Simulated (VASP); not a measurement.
# BP (F-43m) in VASP: notebook, part 2 of 2

VASP 6.6.1. The steps go on from the part before.

### 3 Single point, r2SCAN+D3(BJ)

POSCAR reads:

```
BP
1.0
    0.0000000000      2.2988586873      2.2988586873
    2.2988586873      0.0000000000      2.2988586873
    2.2988586873      2.2988586873      0.0000000000
P B
1 1
Direct
    0.7500000000      0.7500000000      0.7500000000
    0.0000000000      0.0000000000      0.0000000000
```

INCAR.step1 reads:

```
SYSTEM = BP
PREC = Accurate
ENCUT = 520
ISMEAR = -1
SIGMA = 0.05
LREAL = .FALSE.
LASPH = .TRUE.
NELM = 100
NBANDS = 11
GGA = PE
ALGO = Normal
EDIFF = 1E-4
LWAVE = .TRUE.
LCHARG = .FALSE.
```

INCAR.step2 reads:

```
SYSTEM = BP
PREC = Accurate
ENCUT = 520
EDIFF = 1E-7
ISMEAR = -1
SIGMA = 0.05
LREAL = .FALSE.
LASPH = .TRUE.
NELM = 100
ALGO = Normal
ISIF = 2
LWAVE = .FALSE.
LCHARG = .TRUE.
METAGGA = R2SCAN
LMIXTAU = .TRUE.
IVDW = 12
VDW_S6 = 1.0
VDW_S8 = 0.78981345
VDW_A1 = 0.49484001
VDW_A2 = 5.73083694
LELF = .TRUE.
LVHAR = .TRUE.
NBANDS = 11
ISTART = 1
```

KPOINTS reads:

```
Automatic mesh
0
G
  10 10 10
  0 0 0
```

Potentials or basis: VASP PAW PBE potentials, release 64 (P, B).

Run with:

```console
$ cat potpaw_PBE.64/P/POTCAR potpaw_PBE.64/B/POTCAR > POTCAR
$ cp INCAR.step1 INCAR
$ mpirun -np 1 vasp_std > vasp.out
$ cp INCAR.step2 INCAR
$ mpirun -np 1 vasp_std > vasp.out
```

OUTCAR:

```text
SYSTEM = BP
   PREC = Accurate
   ENCUT = 520
   EDIFF = 1E-7
   ISMEAR = -1
   LREAL = .FALSE.
   LASPH = .TRUE.
   NELM = 100
   ISIF = 2
   METAGGA = R2SCAN
   IVDW = 12
   ISTART = 1
 IVDW          = 12

 ion  position               nearest neighbor table
   1  0.750  0.750  0.750-   2 1.99   2 1.99   2 1.99   2 1.99
   2  0.000  0.000  0.000-   1 1.99   1 1.99   1 1.99   1 1.99

  LATTYP: Found a face centered cubic cell.
 ALAT       =     4.5977173746

  Lattice vectors:

 A1 = (   0.0000000000,   2.2988586873,   2.2988586873)
 A2 = (   2.2988586873,   0.0000000000,   2.2988586873)
 A3 = (   2.2988586873,   2.2988586873,   0.0000000000)

Analysis of symmetry for initial positions (statically):
=====================================================================
 Subroutine PRICEL returns:
 Original cell was already a primitive cell.

 Routine SETGRP: Setting up the symmetry group for a
 face centered cubic supercell.

 Subroutine GETGRP returns: Found 24 space group operations
 (whereof 24 operations were pure point group operations)
 out of a pool of 48 trial point group operations.

The static configuration has the point symmetry T_d .

Analysis of symmetry for dynamics (positions and initial velocities):
=====================================================================
 Subroutine PRICEL returns:
 Original cell was already a primitive cell.

 Routine SETGRP: Setting up the symmetry group for a
 face centered cubic supercell.

 Subroutine GETGRP returns: Found 24 space group operations
 (whereof 24 operations were pure point group operations)
 out of a pool of 48 trial point group operations.

The dynamic configuration has the point symmetry T_d .

 Subroutine INISYM returns: Found 24 space group operations
 (whereof 24 operations are pure point group operations),
 and found     1 'primitive' translations

----------------------------------------------------------------------------------------

[... 118 lines left out ...]
   LHFCALC =     F    Hartree Fock is set to
   AEXX    =    0.0000 exact exchange contribution
   IVDW    =    12    specifies the selected vdW correction
   LEPSILON=     F    determine dielectric tensor
   LRPA    =     F    only Hartree local field effects (RPA)
 non-spin polarized calculation
  energy-cutoff  :      520.00
  volume of cell :       24.30
 maximum number of plane-waves:       666
   NGX = 13   NGY = 13   NGZ = 13

 number of electron       7.9999999 magnetization

 Free energy of the ion-electron system (eV)
  ---------------------------------------------------
  ext. energy  EPLUGINS =         0.00000000
  ---------------------------------------------------
  free energy    TOTEN  =       -17.28960657 eV

  energy without entropy =      -17.28960657  energy(sigma->0) =      -17.28960657

 E-fermi :   7.6588     XC(G=0): -11.3241

 val. band max:        6.9273869425   @ k =   0.0000   0.0000   0.0000
 cond. band min:       8.4253866952   @ k =   0.4000   0.4000   0.0000
 fundamental gap:      1.4979997527
 Fermi energy:         7.6588252561

 k-point     1 :       0.0000    0.0000    0.0000
  band No.  band energies     occupation
      1      -8.9734      2.00000
      2       6.9274      2.00000
      3       6.9274      2.00000
      4       6.9274      2.00000
      5      10.5121      0.00000
      6      10.5121      0.00000
      7      10.5121      0.00000
      8      14.3156      0.00000
      9      19.0413      0.00000
     10      19.4673      0.00000
     11      19.4673      0.00000
[... 309 lines left out ...]
 k-point    24 :       0.4000    0.3000    0.0000
  band No.  band energies     occupation
      1      -5.9835      2.00000
      2       0.4931      2.00000
      3       2.8217      2.00000
      4       3.3431      2.00000
      5       8.9966      0.00000
      6      10.8830      0.00000
      7      16.7868      0.00000
      8      16.8238      0.00000
      9      21.4829      0.00000
     10      22.7316      0.00000
     11      24.4938      0.00000

 [... further k-points ...]

------------------------ aborting loop because EDIFF is reached ----------------------------------------

 Edisp (eV)   -0.28939

 E8    (eV) :    -0.0786

  FORCE on cell =-STRESS in cart. coord.  units (eV):
  Direction    XX          YY          ZZ          XY          YZ          ZX
  --------------------------------------------------------------------------------------
  -------------------------------------------------------------------------------------
  Total      -1.31738    -1.31738    -1.31738     0.00000     0.00000    -0.00000
  in kB     -86.86730   -86.86730   -86.86730     0.00000     0.00000    -0.00000
  external pressure =      -86.87 kB  Pullay stress =        0.00 kB

 VOLUME and BASIS-vectors are now :
 -----------------------------------------------------------------------------
  energy-cutoff  :      520.00
  volume of cell :       24.30
      direct lattice vectors                 reciprocal lattice vectors
     0.000000000  2.298858687  2.298858687    -0.217499232  0.217499232  0.217499232
     2.298858687  0.000000000  2.298858687     0.217499232 -0.217499232  0.217499232
     2.298858687  2.298858687  0.000000000     0.217499232  0.217499232 -0.217499232

 POSITION                                       TOTAL-FORCE (eV/Angst)
 -----------------------------------------------------------------------------------
      3.44829      3.44829      3.44829        -0.000000      0.000000     -0.000000
      0.00000      0.00000      0.00000         0.000000     -0.000000      0.000000
 -----------------------------------------------------------------------------------
    total drift:                               -0.000000     -0.000000     -0.000000

  FREE ENERGIE OF THE ION-ELECTRON SYSTEM (eV)
  ---------------------------------------------------
  free  energy   TOTEN  =       -17.5789962101 eV

  energy  without entropy=      -17.5789962057  energy(sigma->0) =      -17.57899621
```

OSZICAR.step1:

```text
N       E                     dE             d eps       ncg     rms          rms(c)
DAV:   1     0.977104531383E+01    0.97710E+01   -0.38398E+03  1034   0.654E+02
DAV:   2    -0.128185128067E+02   -0.22590E+02   -0.21434E+02  1342   0.107E+02
DAV:   3    -0.135417797716E+02   -0.72327E+00   -0.72077E+00  1310   0.169E+01
DAV:   4    -0.135449126512E+02   -0.31329E-02   -0.31324E-02  1182   0.130E+00
DAV:   5    -0.135449287708E+02   -0.16120E-04   -0.16119E-04  1285   0.944E-02    0.681E+00
DAV:   6    -0.130041686273E+02    0.54076E+00   -0.12819E+00  1154   0.478E+00    0.368E+00
DAV:   7    -0.129248496981E+02    0.79319E-01   -0.19701E-01  1277   0.221E+00    0.128E+00
DAV:   8    -0.129174945525E+02    0.73551E-02   -0.25038E-02  1212   0.893E-01    0.179E-01
DAV:   9    -0.129178265133E+02   -0.33196E-03   -0.72263E-04  1213   0.177E-01    0.108E-01
DAV:  10    -0.129180251712E+02   -0.19866E-03   -0.24972E-04  1146   0.989E-02    0.270E-02
DAV:  11    -0.129180358735E+02   -0.10702E-04   -0.10828E-05   625   0.223E-02
   1 F= -.12918036E+02 E0= -.12918036E+02  d E =-.307378E-07
```

It took 20 s on 1 thread of Intel Xeon 6975P-C (Granite Rapids), shared host; peak memory 0.15 GiB.

Results:

```yaml
Free_energy: -17.5790 eV
Pressure: -8.7 GPa
Band_gap_on_the_k_mesh: 1.50 eV, indirect (least direct gap 3.58 eV)
Dispersion_energy_per_atom: -0.145 eV
```

Caveat: the PAW data sets were made with another functional, which shifts forces and pressure a little. A k mesh can miss the band edges.

### 4 Single point, r2SCAN+D3(BJ)

This run uses another cell than the first one, of 12.38 Å³/atom, 1.019 times its volume.

POSCAR reads:

```
BP
1.0
    0.0000000000      2.3135014941      2.3135014941
    2.3135014941      0.0000000000      2.3135014941
    2.3135014941      2.3135014941      0.0000000000
P B
1 1
Direct
    0.7500000000      0.7500000000      0.7500000000
    0.0000000000      0.0000000000      0.0000000000
```

INCAR.step1 reads:

```
SYSTEM = BP
  PREC = Accurate
  ENCUT = 520
  ISMEAR = -1
  SIGMA = 0.05
  LREAL = .FALSE.
  LASPH = .TRUE.
  NELM = 60
  NBANDS = 11
  GGA = PE
  ALGO = Normal
  EDIFF = 1E-4
  LWAVE = .TRUE.
  LCHARG = .FALSE.
```

INCAR.step2 reads:

```
SYSTEM = BP
  PREC = Accurate
  ENCUT = 520
  EDIFF = 1E-7
  ISMEAR = -1
  SIGMA = 0.05
  LREAL = .FALSE.
  LASPH = .TRUE.
  NELM = 60
  ALGO = Normal
  ISIF = 2
  LWAVE = .FALSE.
  LCHARG = .FALSE.
  METAGGA = R2SCAN
  LMIXTAU = .TRUE.
  IVDW = 12
  VDW_S6 = 1.0
  VDW_S8 = 0.78981345
  VDW_A1 = 0.49484001
  VDW_A2 = 5.73083694
  NBANDS = 11
  ISTART = 1
```

KPOINTS reads:

```
regular mesh
0
G
  10 10 10
  0 0 0
```

Run with:

```console
$ cat potpaw_PBE.64/P/POTCAR potpaw_PBE.64/B/POTCAR > POTCAR
$ cp INCAR.step1 INCAR
$ mpirun -np 1 vasp_std > vasp.out
$ cp INCAR.step2 INCAR
$ mpirun -np 1 vasp_std > vasp.out
```

Run time: 22 s. Hardware: 1 thread of Intel Xeon 6975P-C (Granite Rapids), shared host; peak memory 0.16 GiB.

Results (log left out):

| Item | Value |
| --- | --- |
| Free energy | -17.5501 eV |
| Pressure | -11.3 GPa |
| Band gap on the k mesh | 1.52 eV, indirect (least direct gap 3.56 eV) |
| Dispersion energy per atom | -0.142 eV |

Levels at points of the mesh, in eV from the valence-band top:
```
           k point  band 2  band 3  band 4  band 5  band 6  band 7
(0.00, 0.00, 0.00)    0.00    0.00    0.00    3.56    3.56    3.56
(0.50, 0.00, 0.00)   -9.08   -1.79   -1.79    3.78    4.99    4.99
(0.50, 0.50, 0.00)   -8.82   -4.13   -4.13    1.65    1.96   12.49
```

Caveat: the PAW data sets were made with another functional, which shifts forces and pressure a little. A k mesh can miss the band edges.

### 5 Single point, PBE

This run uses another cell than the first one, of 11.68 Å³/atom, 0.962 times its volume.

INCAR reads:

```
PREC = Accurate
ENCUT = 520
EDIFF = 1E-6
ISMEAR = -1
SIGMA = 0.05
LREAL = F
LASPH = T
NELM = 60
ALGO = Normal
ISIF = 2
LWAVE = F
LCHARG = T
GGA = PE
LELF = T
LVHAR = T
NBANDS = 11
```

KPOINTS reads:

```
Automatic mesh
0
Gamma
  14 14 14
```

POSCAR reads:

```
BP
1.0
    0.0000000000      2.2690000000      2.2690000000
    2.2690000000      0.0000000000      2.2690000000
    2.2690000000      2.2690000000      0.0000000000
P B
1 1
Direct
    0.7500000000      0.7500000000      0.7500000000
    0.0000000000      0.0000000000      0.0000000000
```

Potentials or basis: VASP PAW PBE potentials, release 64 (P, B).

Run with:

```console
$ cat potpaw_PBE.64/P/POTCAR potpaw_PBE.64/B/POTCAR > POTCAR
$ mpirun -np 1 vasp_std > vasp.out
```

OUTCAR:

```text
PREC = Accurate
   ENCUT = 520
   EDIFF = 1E-6
   ISMEAR = -1
   LREAL = F
   LASPH = T
   NELM = 60
   ISIF = 2
   GGA = PE

 ion  position               nearest neighbor table
   1  0.750  0.750  0.750-   2 1.97   2 1.97   2 1.97   2 1.97
   2  0.000  0.000  0.000-   1 1.97   1 1.97   1 1.97   1 1.97

  LATTYP: Found a face centered cubic cell.
 ALAT       =     4.5380000000

  Lattice vectors:

[... 518 lines left out ...]
     11      21.7494      0.00000

 [... further k-points ...]

------------------------ aborting loop because EDIFF is reached ----------------------------------------

  FORCE on cell =-STRESS in cart. coord.  units (eV):
  Direction    XX          YY          ZZ          XY          YZ          ZX
  --------------------------------------------------------------------------------------
  -------------------------------------------------------------------------------------
  Total        0.1293070      0.1293070      0.1293070     -0.0000000     -0.0000000      0.0000000
  in kB        8.8674613      8.8674613      8.8674613     -0.0000000     -0.0000000      0.0000000
  external PRESSURE =       8.8674613 kB  Pullay stress =       0.0000000 kB

 VOLUME and BASIS-vectors are now :
 -----------------------------------------------------------------------------
  energy-cutoff  :      520.00
  volume of cell :       23.36
      direct lattice vectors                 reciprocal lattice vectors
     0.000000000  2.269000000  2.269000000    -0.220361393  0.220361393  0.220361393
     2.269000000  0.000000000  2.269000000     0.220361393 -0.220361393  0.220361393
     2.269000000  2.269000000  0.000000000     0.220361393  0.220361393 -0.220361393

 POSITION                                       TOTAL-FORCE (eV/Angst)
 -----------------------------------------------------------------------------------
      3.40350      3.40350      3.40350         0.000000      0.000000      0.000000
      0.00000      0.00000      0.00000        -0.000000     -0.000000     -0.000000
 -----------------------------------------------------------------------------------
    total drift:                               -0.000000     -0.000000     -0.000000

  FREE ENERGIE OF THE ION-ELECTRON SYSTEM (eV)
  ---------------------------------------------------
  free  energy   TOTEN  =       -12.9307855788 eV

  energy  without entropy=      -12.9307855526  energy(sigma->0) =      -12.93078557
```

stdout:

```text
POSCAR found type information on POSCAR P B
 POSCAR found :  2 types and       2 ions
 scaLAPACK will be used
 LDA part: xc-table for (Slater+PW92), standard interpolation
 POSCAR, INCAR and KPOINTS ok, starting setup
 FFT: planning ... GRIDC
 FFT: planning ... GRID_SOFT
 FFT: planning ... GRID
 WAVECAR not read
 entering main loop
```

Wall time 11 s (1 thread of Intel Xeon 6975P-C (Granite Rapids), shared host); peak memory 0.15 GiB.

Results:

| Item | Value |
| --- | --- |
| Free energy | -12.9308 eV |
| Pressure | 0.9 GPa |
| Band gap on the k mesh | 1.24 eV, indirect (least direct gap 3.40 eV) |

A k mesh can miss the band edges. As with any semilocal functional, this PBE gap is likely too small.

### 6 Overview

```csv
level,cell,k mesh,gap on the mesh (eV),pressure (GPa)
r2SCAN+rVV10,"a = 3.251 Å, angles 60.0°, 2 atoms",10 × 10 × 10,1.47,-7.4
r2SCAN+D3(BJ),"a = 3.251 Å, angles 60.0°, 2 atoms",10 × 10 × 10,1.50,-8.7
r2SCAN+D3(BJ),"a = 3.272 Å, angles 60.0°, 2 atoms",10 × 10 × 10,1.52,-11.3
PBE,"a = 3.209 Å, angles 60.0°, 2 atoms",14 × 14 × 14,1.24,0.9
```

Alike in all rows: task single point; potentials or basis VASP PAW PBE potentials, release 64 (P, B); no spin polarisation; cutoff (eV) 520; smearing fermi-dirac 0.05 eV.

Caveats: the PAW data sets were made with another functional, which shifts forces and pressure a little (some runs).

Total energies depend on the potentials used, so only differences within one code and one set of settings carry meaning.
